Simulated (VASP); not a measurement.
A run of VASP 6.6.1 is set up as follows.

The input INCAR:

```
PREC     = Accurate       # precision mode
ENCUT    = 520            # plane-wave cutoff, eV
EDIFF    = 1E-6           # SCF threshold, eV
ISMEAR   = 0              # smearing method
SIGMA    = 0.01           # smearing width, eV
LREAL    = F              # projectors in reciprocal space
LASPH    = T              # aspherical terms in the spheres
NELM     = 60             # most SCF steps
ALGO     = Normal         # electronic algorithm
ISIF     = 2              # what is computed and relaxed
LWAVE    = F              # write WAVECAR
LCHARG   = F              # write CHGCAR
GGA      = PE             # functional
NBANDS   = 16             # bands
```

KPOINTS

```
regular mesh
0
Gamma
  6 6 6
```

The input POSCAR:

```
GaN
1.0
    0.0000000000      2.2264630157      2.2727256636
    2.2264630157      0.0000000000      2.2727256636
    2.2264630157      2.2264630157      0.0000000000
Ga N
1 1
Direct
    0.0000000000      0.0000000000      0.0000000000
    0.2500000000      0.2500000000      0.2500000000
```

Potentials or basis: VASP PAW PBE potentials, release 64 (Ga_d, N).

The run is started by

```bash
$ cat potpaw_PBE.64/Ga_d/POTCAR potpaw_PBE.64/N/POTCAR > POTCAR
$ mpirun -np 1 vasp_std > vasp.out
```

Q: Predict the band gap on the k mesh.

A: 1.79 eV, direct.

Q: Predict the pressure.

A: 8.1 GPa.

Stress tensor (GPa, compression positive):
```
9.00 0.00 0.00
0.00 9.00 0.00
0.00 0.00 6.41
```

Caveat: the cell differs from its parent crystal (epitaxial xy strain -1.0%).
